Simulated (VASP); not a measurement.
# AlN (P1) in VASP: further runs

AlN is run at these levels: PBE; tasks: single point.

All numbers are computed with VASP 6.6.1; they aren't measurements. Logs are shortened: lines on timing, memory, paths and dates and some standing lists are left out, and cuts for length are marked.

## (1) The cell of the first run

The typed cell holds 4 atoms: a = 3.113 Å, b = 3.113 Å, c = 5.393 Å, α = 73.22°, β = 73.22°, γ = 60.00°.

## (2) Single point, PBE (mode 4 frozen in at -0.154 Å and mode 10 at -0.015 Å (largest displacements))

The input, INCAR:

```
PREC = Accurate
ENCUT = 520
EDIFF = 1E-6
ISMEAR = 0
SIGMA = 0.05
LREAL = F
LASPH = T
NELM = 80
ALGO = Normal
ISIF = 2
LWAVE = F
LCHARG = F
GGA = PE
NBANDS = 16
```

The input, KPOINTS:

```
regular mesh
0
Gamma
  6 6 6
```

The input, POSCAR:

```
AlN
1.0
    0.0000000000     -2.2015682416     -2.2015682416
   -2.2015682416      0.0000000000     -2.2015682416
    2.2015682416      2.2015682416     -4.4031364832
Al N
2 2
Direct
   -0.0130743377      0.0534675143     -0.0008842550
    0.5113058277      0.4447639757      0.4991157450
    0.3657804026      0.4254052567      0.8767033313
    0.8876262599      0.8280014058      0.3767033313
```

Potentials or basis: VASP PAW PBE potentials, release 64 (Al, N).

Run with:

```console
> cat potpaw_PBE.64/Al/POTCAR potpaw_PBE.64/N/POTCAR > POTCAR
> mpirun -np 1 vasp_std > vasp.out
```

OUTCAR:

```text
PREC = Accurate
   ENCUT = 520
   EDIFF = 1E-6
   ISMEAR = 0
   LREAL = F
   LASPH = T
   NELM = 80
   ISIF = 2
   GGA = PE

 ion  position               nearest neighbor table
   1  0.987  0.053  0.999-   3 1.89   3 1.91   3 1.91   4 1.94   2 2.96   2 3.00   2 3.09   2 3.17
                             2 3.26   2 3.29
   2  0.511  0.445  0.499-   4 1.88   4 1.90   4 1.93   3 1.94   1 2.96   1 3.00   1 3.09   1 3.17
                             1 3.26   1 3.29
   3  0.366  0.425  0.877-   1 1.89   1 1.91   1 1.91   2 1.94
   4  0.888  0.828  0.377-   2 1.88   2 1.90   2 1.93   1 1.94

  LATTYP: Found a trigonal (rhomboedric) cell.
 ALAT       =     5.3927188258
 COS(alpha) =     0.8333333333

  Lattice vectors:

 A1 = (   2.2015682416,   4.4031364832,  -2.2015682416)
 A2 = (   4.4031364832,   2.2015682416,  -2.2015682416)
 A3 = (   2.2015682416,   2.2015682416,  -4.4031364832)

Analysis of symmetry for initial positions (statically):
=====================================================================
 Subroutine PRICEL returns:
 Original cell was already a primitive cell.

 Routine SETGRP: Setting up the symmetry group for a
 trigonal (rhombohedral) supercell.

 Subroutine GETGRP returns: Found  1 space group operations
 (whereof  1 operations were pure point group operations)
 out of a pool of 12 trial point group operations.

The static configuration has the point symmetry C_1 .

Analysis of symmetry for dynamics (positions and initial velocities):
=====================================================================
 Subroutine PRICEL returns:
 Original cell was already a primitive cell.

 Routine SETGRP: Setting up the symmetry group for a
 trigonal (rhombohedral) supercell.

 Subroutine GETGRP returns: Found  1 space group operations
 (whereof  1 operations were pure point group operations)
 out of a pool of 12 trial point group operations.

The dynamic configuration has the point symmetry C_1 .

 Subroutine INISYM returns: Found  1 space group operations
 (whereof  1 operations are pure point group operations),
 and found     1 'primitive' translations

----------------------------------------------------------------------------------------

                                     Primitive cell

  volume of cell :      42.6831

  direct lattice vectors                    reciprocal lattice vectors
[... 86 lines left out ...]
   LNONCOLLINEAR =      F non collinear calculations
   LSORBIT =      F    spin-orbit coupling
   LASPH  =      T    aspherical Exc in radial PAW
   ENCUT  =  520.0 eV  38.22 Ry    6.18 a.u.   5.79  5.79 10.03*2*pi/ulx,y,z
   NELM   =     80;   NELMIN=  2; NELMDL= -5     # of ELM steps
   EDIFF  = 0.1E-05   stopping-criterion for ELM
   LREAL  =      F    real-space projection
   EDIFFG = 0.1E-04   stopping-criterion for IOM
   NSW    =      0    number of steps for IOM
   IBRION =     -1    ionic relax: 0-MD 1-quasi-New 2-CG
   NFREE  =      0    steps in history (QN), initial steepest desc. (CG)
   ISIF   =      2    stress and relaxation
   ISYM   =      2    0-nonsym 1-usesym 2-fastsym
   POTIM  = 0.5000    time-step for ionic-motion
   TEBEG  =    0.0;   TEEND  =   0.0 temperature during run
   PSTRESS=    0.0 pullay stress
   NELECT =      16.0000    total number of electrons
   NUPDOWN=      -1.0000    fix difference up-down
   EMIN   =  10.00;   EMAX   =-10.00  energy-range for DOS
   EFERMI =   0.00;   METHOD = LEGACY
   ISMEAR =     0;   SIGMA  =   0.05  broadening in eV -4-tet -1-fermi 0-gaus
   EFERMI_NEDOS =   21; number of points for ismear=-14 and -15
   IALGO  =     38    algorithm
   IMIX   =      4    mixing-type and parameters
     AMIX     =   0.40;   BMIX     =  1.00
     AMIX_MAG =   1.60;   BMIX_MAG =  1.00
  volume/ion in A,a.u.               =      10.67        72.01
  Fermi-wavevector in a.u.,A,eV,Ry     =   1.180400  2.230633 18.957611  1.393345
  Thomas-Fermi vector in A             =   2.316693
   LORBIT       =      0    0 simple, 1 ext, 2 COOP (PROOUT), +10 PAW based schemes
   GGA     = PE    functional components
   LHFCALC =     F    Hartree Fock is set to
   AEXX    =    0.0000 exact exchange contribution
   IVDW    =     0    specifies the selected vdW correction
   LEPSILON=     F    determine dielectric tensor
   LRPA    =     F    only Hartree local field effects (RPA)
 non-spin polarized calculation
 Gauss-broadening in eV      SIGMA  =   0.05
  energy-cutoff  :      520.00
  volume of cell :       42.68
 maximum number of plane-waves:      1168
   NGX = 11   NGY = 11   NGZ = 21

 number of electron      16.0000002 magnetization

 Free energy of the ion-electron system (eV)
  ---------------------------------------------------
  ext. energy  EPLUGINS =         0.00000000
  ---------------------------------------------------
  free energy    TOTEN  =       -29.51255813 eV

  energy without entropy =      -29.51255813  energy(sigma->0) =      -29.51255813

 E-fermi :   6.1794     XC(G=0): -10.8409

 val. band max:        5.9512475388   @ k =   0.0000   0.0000   0.0000
 cond. band min:       9.0774388943   @ k =   0.5000   0.0000   0.5000
 fundamental gap:      3.1261913555
 Fermi energy:         6.1794193294

 k-point     1 :       0.0000    0.0000    0.0000
  band No.  band energies     occupation
      1      -9.0782      2.00000
      2      -7.0897      2.00000
      3       0.0374      2.00000
      4       5.2222      2.00000
      5       5.3006      2.00000
      6       5.6916      2.00000
[... 433 lines left out ...]
      3       1.1009      2.00000
      4       1.5531      2.00000
      5       2.8975      2.00000
      6       3.4928      2.00000
[... 8 lines left out ...]
     15      18.2897      0.00000
     16      19.5764      0.00000

 [... further k-points ...]
[... 5 lines left out ...]
  --------------------------------------------------------------------------------------
  -------------------------------------------------------------------------------------
  Total       -0.6599261      0.2945227     -0.2901844     -0.2868075     -0.0798613     -0.0908241
  in kB      -24.7713368     11.0553602    -10.8925143    -10.7657599     -2.9977161     -3.4092227
  external PRESSURE =      -8.2028303 kB  Pullay stress =       0.0000000 kB

 VOLUME and BASIS-vectors are now :
 -----------------------------------------------------------------------------
  energy-cutoff  :      520.00
  volume of cell :       42.68
      direct lattice vectors                 reciprocal lattice vectors
     0.000000000 -2.201568242 -2.201568242     0.113555417 -0.340666251 -0.113555417
    -2.201568242  0.000000000 -2.201568242    -0.340666251  0.113555417 -0.113555417
     2.201568242  2.201568242 -4.403136483     0.113555417  0.113555417 -0.113555417

 POSITION                                       TOTAL-FORCE (eV/Angst)
 -----------------------------------------------------------------------------------
      2.08191      0.02684     -6.68974         0.668362     -0.083196      0.091515
      0.11966     -0.02684     -4.30253        -0.531405      0.238043     -0.862998
      0.99356      1.12483     -5.60209         0.214835     -0.140683      0.630366
     -0.99356     -1.12483     -5.43575        -0.351792     -0.014164      0.141116
 -----------------------------------------------------------------------------------
    total drift:                               -0.000102     -0.000084      0.000369

  FREE ENERGIE OF THE ION-ELECTRON SYSTEM (eV)
  ---------------------------------------------------
  free  energy   TOTEN  =       -29.5125581304 eV

  energy  without entropy=      -29.5125581304  energy(sigma->0) =      -29.51255813
```

Run time: 74 s. Hardware: 1 thread of AMD EPYC 7R43 (Zen 3), shared host; peak memory 0.16 GiB.

Results:

```yaml
Free_energy: -29.5126 eV
Pressure: -0.8 GPa
Largest_force: 1.041 eV/Å
Band_gap_on_the_k_mesh: 3.13 eV, indirect (least direct gap 3.63 eV)
```

Forces on the atoms (eV/Å):
```
Al   0.668 -0.083  0.092
Al  -0.531  0.238 -0.863
N    0.215 -0.141  0.630
N   -0.352 -0.014  0.141
```

Caveat: the cell differs from its parent crystal (mode 4 frozen in at -0.154 Å and mode 10 at -0.015 Å (largest displacements)); forces of over 1 eV/Å act on the atoms, so gaps and moduli don't describe the material at rest.

## (3) Single point, PBE (mode 4 frozen in at -0.154 Å and mode 10 at +0.045 Å (largest displacements))

The input, INCAR:

```
SYSTEM = AlN
PREC = Accurate ; ENCUT = 520
EDIFF = 1E-6 ; ISMEAR = 0
SIGMA = 0.05 ; LREAL = .FALSE.
LASPH = .TRUE. ; NELM = 80
ALGO = Normal ; ISIF = 2
LWAVE = .FALSE. ; LCHARG = .FALSE.
GGA = PE ; NBANDS = 16
```

The input, KPOINTS:

```
Automatic mesh
0
G
  6 6 6
  0 0 0
```

The input, POSCAR:

```
AlN
1.0
    0.0000000000     -2.2015682416     -2.2015682416
   -2.2015682416      0.0000000000     -2.2015682416
    2.2015682416      2.2015682416     -4.4031364832
Al N
2 2
Direct
   -0.0095373176      0.0570045344      0.0026527651
    0.5148428478      0.4483009957      0.5026527651
    0.3589670776      0.4185919317      0.8698900062
    0.8808129349      0.8211880808      0.3698900062
```

Potentials or basis: VASP PAW PBE potentials, release 64 (Al, N).

Run with:

```console
> cat potpaw_PBE.64/Al/POTCAR potpaw_PBE.64/N/POTCAR > POTCAR
> mpirun -np 1 vasp_std > vasp.out
```

Wall time 67 s (1 thread of AMD EPYC 7R43 (Zen 3), shared host); peak memory 0.16 GiB.

The run converged. Its results:

```yaml
Free_energy: -29.4731 eV
Pressure: -0.6 GPa
Largest_force: 1.428 eV/Å
Band_gap_on_the_k_mesh: 3.14 eV, indirect (least direct gap 3.70 eV)
```

Forces on the atoms (eV/Å):
```
Al   0.688  0.056  1.251
Al  -0.443  0.202  0.382
N    0.174 -0.197 -0.656
N   -0.419 -0.061 -0.977
```

Stress tensor (GPa, compression positive):
```
-2.09  4.13  0.03
 4.13  1.51  0.01
 0.03  0.01 -1.36
```

Levels at points of the mesh, in eV from the valence-band top:
```
           k point  band 4  band 5  band 6  band 7  band 8  band 9  band 10  band 11  band 12  band 13
(0.00, 0.00, 0.00)   -0.71   -0.52   -0.26   -0.08    0.00    3.70     6.84     9.31    10.74    10.92
(0.50, 0.00, 0.00)   -4.75   -2.61   -2.47   -1.31   -1.26    5.56     5.61     9.01     9.30    11.54
(0.00, 0.50, 0.00)   -4.63   -2.80   -2.08   -1.37   -1.29    5.44     5.67     8.85    10.13    11.13
(0.50, 0.50, 0.50)   -4.76   -2.73   -2.20   -1.20   -1.16    5.48     5.62     8.81     9.84    11.22
(0.50, 0.50, 0.00)   -5.01   -2.04   -1.77   -0.66   -0.52    3.18     6.83     8.15     9.50    10.51
(0.00, 0.50, 0.50)   -5.01   -1.92   -1.89   -0.80   -0.60    3.20     6.97     8.06     9.63    10.42
(0.50, 0.00, 0.50)   -5.00   -1.93   -1.87   -0.78   -0.57    3.14     6.78     8.26     9.46    10.62
(0.00, 0.00, 0.50)   -3.41   -0.59   -0.47   -0.24   -0.12    5.89     5.94    10.34    10.44    11.48
```

Caveat: the cell differs from its parent crystal (mode 4 frozen in at -0.154 Å and mode 10 at +0.045 Å (largest displacements)); forces of over 1 eV/Å act on the atoms, so gaps and moduli don't describe the material at rest.

## (4) Single point, PBE (mode 4 frozen in at -0.154 Å and mode 10 at +0.000 Å (largest displacements))

The input, INCAR:

```
ALGO = Normal
EDIFF = 1E-6
ENCUT = 520
GGA = PE
ISIF = 2
ISMEAR = 0
LASPH = T
LCHARG = F
LREAL = F
LWAVE = F
NBANDS = 16
NELM = 80
PREC = Accurate
SIGMA = 0.05
```

The input, KPOINTS:

```
k-points
0
Gamma
  6 6 6
```

The input, POSCAR:

```
AlN
1.0
    0.0000000000     -2.2015682416     -2.2015682416
   -2.2015682416      0.0000000000     -2.2015682416
    2.2015682416      2.2015682416     -4.4031364832
Al N
2 2
Direct
   -0.0121900827      0.0543517693      0.0000000000
    0.5121900827      0.4456482307      0.5000000000
    0.3640770714      0.4237019254      0.8750000000
    0.8859229286      0.8262980746      0.3750000000
```

Run with:

```console
> cat potpaw_PBE.64/Al/POTCAR potpaw_PBE.64/N/POTCAR > POTCAR
> mpirun -np 1 vasp_std > vasp.out
```

Run time: 52 s. Hardware: 1 thread of AMD EPYC 7R43 (Zen 3), shared host; peak memory 0.16 GiB.

It converged, with:

* Free energy: -29.5233 eV
* Pressure: -1.0 GPa
* Largest force: 0.788 eV/Å
* Band gap on the k mesh: 3.16 eV, indirect (least direct gap 3.67 eV)

Forces in eV/Å, atoms in the order of the input:
```
Al   0.670 -0.053  0.387
Al  -0.509  0.231 -0.555
N    0.206 -0.158  0.312
N   -0.367 -0.021 -0.143
```

Stress tensor (GPa, compression positive):
```
-2.63  0.23 -0.25
 0.23  0.94 -0.22
-0.25 -0.22 -1.16
```

Levels at points of the mesh, in eV from the valence-band top:
```tsv
k point	band 5	band 6	band 7	band 8	band 9	band 10	band 11	band 12
(0.00, 0.00, 0.00)	-0.61	-0.18	-0.14	0.00	3.73	6.92	9.36	10.80
(0.50, 0.00, 0.00)	-2.51	-2.37	-1.28	-1.27	5.58	5.61	9.08	9.39
(0.00, 0.50, 0.00)	-2.69	-1.99	-1.36	-1.28	5.45	5.66	8.91	10.22
(0.50, 0.50, 0.50)	-2.65	-2.12	-1.32	-1.27	5.51	5.65	8.90	9.94
(0.50, 0.50, 0.00)	-1.91	-1.86	-0.66	-0.58	3.20	6.89	8.19	9.55
(0.00, 0.50, 0.50)	-1.91	-1.87	-0.65	-0.62	3.22	6.97	8.09	9.63
(0.50, 0.00, 0.50)	-1.91	-1.86	-0.70	-0.51	3.16	6.79	8.33	9.45
(0.00, 0.00, 0.50)	-0.54	-0.54	-0.25	-0.24	5.98	5.99	10.41	10.46
```

Caveat: the cell differs from its parent crystal (mode 4 frozen in at -0.154 Å and mode 10 at +0.000 Å (largest displacements)). A k mesh can miss the band edges.

## (5) Single point, PBE (mode 4 frozen in at -0.154 Å and mode 10 at -0.060 Å (largest displacements))

The input, INCAR:

```
PREC = Accurate
ENCUT = 520
EDIFF = 1E-6
ISMEAR = 0
SIGMA = 0.05
LREAL = F
LASPH = T
NELM = 80
ALGO = Normal
ISIF = 2
LWAVE = F
LCHARG = F
GGA = PE
NBANDS = 16
```

The input, KPOINTS:

```
Automatic mesh
0
Gamma
  6 6 6
```

The input, POSCAR:

```
AlN
1.0
    0.0000000000     -2.2015682416     -2.2015682416
   -2.2015682416      0.0000000000     -2.2015682416
    2.2015682416      2.2015682416     -4.4031364832
Al N
2 2
Direct
   -0.0157271028      0.0508147492     -0.0035370201
    0.5086530626      0.4421112106      0.4964629799
    0.3708903964      0.4305152505      0.8818133250
    0.8927362537      0.8331113996      0.3818133250
```

Run with:

```console
> cat potpaw_PBE.64/Al/POTCAR potpaw_PBE.64/N/POTCAR > POTCAR
> mpirun -np 1 vasp_std > vasp.out
```

Run time: 52 s. Hardware: 1 thread of AMD EPYC 7R43 (Zen 3), shared host; peak memory 0.16 GiB.

Results (log left out):

| Property | Result |
| --- | --- |
| Free energy | -29.3985 eV |
| Pressure | 0.3 GPa |
| Largest force | 1.877 eV/Å |
| Band gap on the k mesh | 2.99 eV, indirect (least direct gap 3.50 eV) |

Forces in eV/Å, atoms in the order of the input:
```
Al   0.676 -0.162 -0.800
Al  -0.599  0.253 -1.761
N    0.233 -0.081  1.560
N   -0.309 -0.009  1.000
```

Stress tensor (GPa, compression positive):
```
-0.99 -5.11 -0.57
-5.11  2.65 -0.54
-0.57 -0.54 -0.84
```

Levels at points of the mesh, in eV from the valence-band top:
```
           k point  band 5  band 6  band 7  band 8  band 9  band 10  band 11  band 12
(0.00, 0.00, 0.00)   -0.73   -0.57   -0.29    0.00    3.54     6.79     9.21    10.54
(0.50, 0.00, 0.00)   -2.58   -2.42   -1.45   -1.39    5.33     5.46     8.92     9.27
(0.00, 0.50, 0.00)   -2.74   -2.07   -1.51   -1.42    5.27     5.44     8.73    10.10
(0.50, 0.50, 0.50)   -2.73   -2.21   -1.67   -1.63    5.34     5.51     8.79     9.88
(0.50, 0.50, 0.00)   -2.23   -1.92   -1.05   -0.67    3.04     6.75     8.04     9.38
(0.00, 0.50, 0.50)   -2.05   -2.02   -0.86   -0.61    3.04     6.74     7.87     9.39
(0.50, 0.00, 0.50)   -2.07   -2.00   -0.89   -0.51    2.99     6.56     8.13     9.23
(0.00, 0.00, 0.50)   -0.92   -0.74   -0.55   -0.34    5.84     5.88    10.21    10.29
```

Caveat: the cell differs from its parent crystal (mode 4 frozen in at -0.154 Å and mode 10 at -0.060 Å (largest displacements)); forces of over 1 eV/Å act on the atoms, so gaps and moduli don't describe the material at rest. A k mesh can miss the band edges.
